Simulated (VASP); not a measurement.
Write the native input for VASP 6.6.1 that does the following.

```
Task                   : single point
Functional             : PBE
Potentials or basis    : VASP PAW PBE potentials, release 64 (Mn_pv)
Cutoff                 : 520 eV
k mesh                 : 18 × 18 × 18
Occupations            : fermi-dirac, width 0.05 eV
Spin                   : collinear spin, ferromagnetic start
Starting moments       : [-0.839] μB
Dipole correction      : no
Further INCAR settings : ALGO = Normal; EDIFF = 1e-07; NBANDS = 16
```

The structure of Mn lies in POSCAR:

```
Mn
1.0
   -1.4513169786      1.4513169786      1.4513169786
    1.4513169786     -1.4513169786      1.4513169786
    1.4513169786      1.4513169786     -1.4513169786
Mn
1
Direct
    0.0000000000      0.0000000000      0.0000000000
```

This cell differs from its parent crystal: volume scaled by 1.12.

One way to write it, as run:

INCAR

```
ALGO     = Normal         # electronic algorithm
EDIFF    = 1E-7           # SCF threshold, eV
ENCUT    = 520            # plane-wave cutoff, eV
GGA      = PE             # functional
ISIF     = 2              # what is computed and relaxed
ISMEAR   = -1             # smearing method
ISPIN    = 2              # spin polarisation
LASPH    = True           # aspherical terms in the spheres
LCHARG   = True           # write CHGCAR
LELF     = True           # ELF
LMAXMIX  = 4              # l up to which the mixer works
LORBIT   = 11             # projections on sites
LREAL    = False          # projectors in reciprocal space
LVHAR    = True         
LWAVE    = False          # write WAVECAR
MAGMOM   = -0.839         # initial moments
NBANDS   = 16             # bands
NELM     = 150            # most SCF steps
PREC     = Accurate       # precision mode
SIGMA    = 0.05           # smearing width, eV
```

KPOINTS

```
k-points
0
Gamma
  18 18 18
```

Potentials or basis: VASP PAW PBE potentials, release 64 (Mn_pv).

Command:

```bash
$ cat potpaw_PBE.64/Mn_pv/POTCAR > POTCAR
$ mpirun -np 1 vasp_std > vasp.out
```

Results of the run:

```
Pressure                                              : -21.1 GPa
Net moment                                            : -1.09 μB per cell
Site moments                                          : Mn -1.10 μB
Valence electrons inside the program's atomic spheres : Mn 11.75
```

Run time: 48 s on 1 thread of Intel(R) Xeon(R) Platinum 8559C (Emerald Rapids), on a shared host, peak memory 0.18 GiB.
